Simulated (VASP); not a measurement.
CoO: relaxation of shape and atoms at fixed volume with PBE

The system is CoO.

```
CELL_PARAMETERS angstrom
1.50342 0.86800 2.13704
-1.50342 0.86800 2.13704
0.00000 -1.73600 2.13704
ATOMIC_POSITIONS crystal
Co 0.00000 0.00000 0.00000
O 0.50000 0.50000 0.50000
```

| Property | Result |
| --- | --- |
| Program | VASP 6.6.1 |
| Task | relaxation of shape and atoms at fixed volume |
| Functional | PBE |
| Potentials or basis | VASP PAW PBE potentials, release 64 (Co, O) |
| Cutoff | 600 eV |
| k mesh | 18 × 18 × 18 |
| Occupations | gaussian, width 0.1 eV |
| Spin | collinear spin, ferromagnetic start |
| Starting moments | [2.7, 0.34] μB |
| Dipole correction | no |
| Further INCAR settings | ALGO = Normal; EDIFF = 1e-06; IBRION = 2; EDIFFG = -0.01; NSW = 50; ISIF = 4 |

| Property | Result |
| --- | --- |
| Energy gained by relaxing | 0.2 meV/atom |
| Ionic steps | 3 |
| Pressure after relaxing | 23.8 GPa |
| Net moment | 2.36 μB per cell |
| Site moments | Co +2.13; O +0.19 μB |
| Valence electrons inside the program's atomic spheres | Co 8.09; O 5.03 |

Stress tensor (GPa, compression positive):
```
23.81  0.00  0.00
 0.00 23.81  0.00
 0.00  0.00 23.66
```

The path:
```csv
step,energy change (eV),largest force (eV/Å),pressure (GPa),volume (Å³)
1,0.0000,0.0000,23.83,16.73
2,-0.0001,0.0000,23.90,16.73
3,-0.0003,0.0000,23.76,16.73
```

Final structure:
```yaml
crystal:
  lattice:
    - [1.50792, 0.87060, 2.12432]
    - [-1.50792, 0.87060, 2.12432]
    - [0.00000, -1.74119, 2.12432]
  atoms:
    - { symbol: Co, position: [0.00000, 0.00000, 0.00000] }
    - { symbol: O, position: [0.50000, 0.50000, 0.50000] }
```

Levels at points of the mesh, in eV from the Fermi level:
Spin up:
```tsv
k point	band 6	band 7	band 8	band 9	band 10	band 11	band 12	band 13
(0.00, 0.00, 0.00)	-3.12	-2.98	-2.98	-2.57	1.94	17.29	18.14	18.14
(0.50, 0.00, 0.00)	-2.15	-1.33	0.36	0.68	5.74	10.20	14.31	17.10
(0.50, 0.50, 0.00)	-2.71	-1.96	-1.74	-1.66	6.99	10.59	12.93	16.27
(0.50, 0.50, 0.50)	-1.85	-1.08	0.80	0.80	4.66	12.43	12.43	12.84
```
Spin down:
```csv
k point,band 4,band 5,band 6,band 7,band 8,band 9
"(0.00, 0.00, 0.00)",-2.67,-1.82,-1.82,-1.08,-0.16,-0.16
"(0.50, 0.00, 0.00)",-4.88,-0.70,-0.57,0.48,2.62,2.97
"(0.50, 0.50, 0.00)",-4.04,-2.93,-0.03,-0.03,0.51,1.00
"(0.50, 0.50, 0.50)",-6.42,0.06,0.06,0.39,3.13,3.13
```

Run time: 12 min on 1 thread of Oxide Virtual Turin-like Processor, on a shared host, peak memory 0.34 GiB.

Caveat: a cell with one magnetic atom can't hold antiferromagnetic order, which such compounds often take; semilocal functionals often make such compounds metallic where correlation or magnetic order opens a gap, which also shifts bond lengths. With open d or f shells a metallic result of PBE can be an artefact of self-interaction; +U or a hybrid may open a gap.
